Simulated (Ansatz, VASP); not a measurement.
Os: VASP beside Ansatz

```
Os
1.0
     0.00000    1.90192    1.90192
     1.90192    0.00000    1.90192
     1.90192    1.90192    0.00000
Os
1
Direct
  0.00000 0.00000 0.00000
```

Alike in both runs: functional LDA; k mesh 14 × 14 × 14; occupations fermi-dirac, width 0.1 eV; no spin polarisation.

Ansatz relaxed the structure, and its values are those at the end. VASP's run is a single point on that final structure, the one shown.

|  | VASP | Ansatz |
| --- | --- | --- |
| version | VASP 6.6.1 | Ansatz 0.2.0 |
| potentials or method | VASP PAW LDA potentials, release 64 (Os_sv_GW), cutoff 500 eV | plane waves (420 eV) with PAW, scalar-relativistic |
| valence electrons in the cell | 16 | 16 |

VASP gave:

- pressure (GPa): -0.7

Task: Which values does Ansatz return?

Result: Pressure (GPa): 0.0.

Ansatz warns that its potentials were made for another functional, while VASP's fit it. LDA's correlation is that of Perdew and Zunger in VASP and of Perdew and Wang (1992) in Ansatz.

Neither program's run includes spin-orbit coupling.
